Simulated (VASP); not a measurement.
Wanted: the native input for a VASP 6.6.1 run.

- Task: single point
- Functional: PBE
- Potentials or basis: VASP PAW PBE potentials, release 64 (V_sv, N)
- Cutoff: 600 eV
- k mesh: 6 × 8 × 9
- Occupations: gaussian, width 0.05 eV
- Spin: collinear spin, ferromagnetic start
- Starting moments: [2.0, 2.0, 0.0, 0.0] μB
- Dipole correction: no
- Further INCAR settings: ALGO = Normal; EDIFF = 1e-06; NBANDS = 30; ISYM = 0

The structure of VN lies in POSCAR:

```
VN
1.0
   -2.1400000000     -2.1400000000     -4.2800000000
    2.1400000000     -2.1400000000      0.0000000000
   -2.1400000000     -2.1400000000      0.0000000000
V N
2 2
Direct
    0.0000000000      0.0000000000      0.0000000000
    0.5000000000      0.5000000000      0.0000000000
    0.0000000000      0.5000000000      0.5000000000
    0.5000000000      0.0000000000      0.5000000000
```

The input as run:

INCAR

```
PREC = Accurate
ENCUT = 600
EDIFF = 1E-6
ISMEAR = 0
SIGMA = 0.05
LREAL = False
LASPH = True
NELM = 200
ALGO = Normal
ISIF = 2
LWAVE = False
LCHARG = False
ISPIN = 2
MAGMOM = 2 2 0 0
LORBIT = 11
LMAXMIX = 4
GGA = PE
ISYM = 0
NBANDS = 30
GGA_COMPAT = False
```

KPOINTS

```
Automatic mesh
0
Gamma
  6 8 9
```

Potentials or basis: VASP PAW PBE potentials, release 64 (V_sv, N).

Launch:

```sh
$ cat potpaw_PBE.64/V_sv/POTCAR potpaw_PBE.64/N/POTCAR > POTCAR
$ mpirun -np 1 vasp_std > vasp.out
```

Results of the run:

- Pressure: -28.1 GPa
- Net moment: 0.39 μB per cell
- Site moments: V +0.19; N -0.01 μB
- Valence electrons inside the program's atomic spheres: V 11.44; N 3.67

Caveat: the cell stands under tension; a moment this small can come from the mesh or the smearing.

It took 5.9 min on 1 thread of AMD EPYC 9R45 96-Core Processor (Zen 5), on a shared host, peak memory 0.48 GiB.
